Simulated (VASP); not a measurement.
BAs: single point with r2SCANh

Crystal: BAs.

```
As B
1.0
     0.00000    2.38850    2.38850
     2.38850    0.00000    2.38850
     2.38850    2.38850    0.00000
As B
1 1
Direct
  0.75000 0.75000 0.75000
  0.00000 0.00000 0.00000
```

| Item | Value |
| --- | --- |
| Program | VASP 6.6.1 |
| Task | single point |
| Functional | r2SCANh |
| Potentials or basis | VASP PAW PBE potentials, release 64 (As, B) |
| Cutoff | 520 eV |
| k mesh | 6 × 6 × 6 |
| Occupations | fermi-dirac, width 0.05 eV |
| Spin | no spin polarisation |
| Dipole correction | no |
| Grid for exact exchange (PRECFOCK) | Normal |
| Further INCAR settings | ALGO = Normal; EDIFF = 1e-06; NBANDS = 11 |
| Share of exact exchange | 0.1 |

- Pressure: -0.3 GPa
- Band gap on the k mesh: 1.96 eV (least direct gap 4.01 eV)

Levels at points of the mesh, in eV from the valence-band top:
| k point | band 2 | band 3 | band 4 | band 5 | band 6 | band 7 |
| --- | --- | --- | --- | --- | --- | --- |
| (0.00, 0.00, 0.00) | 0.00 | 0.00 | 0.00 | 4.01 | 4.01 | 4.01 |
| (0.50, 0.00, 0.00) | -9.58 | -2.00 | -2.00 | 3.54 | 5.65 | 5.65 |
| (0.50, 0.50, 0.00) | -9.40 | -4.46 | -4.46 | 2.11 | 2.20 | 12.94 |

Run time: 12 min on 1 thread of Intel(R) Xeon(R) Platinum 8375C CPU @ 2.90GHz (Ice Lake), on a shared host, peak memory 0.18 GiB.

Caveat: the PAW data sets were made with another functional, which shifts forces and pressure a little. A k mesh can miss the band edges.
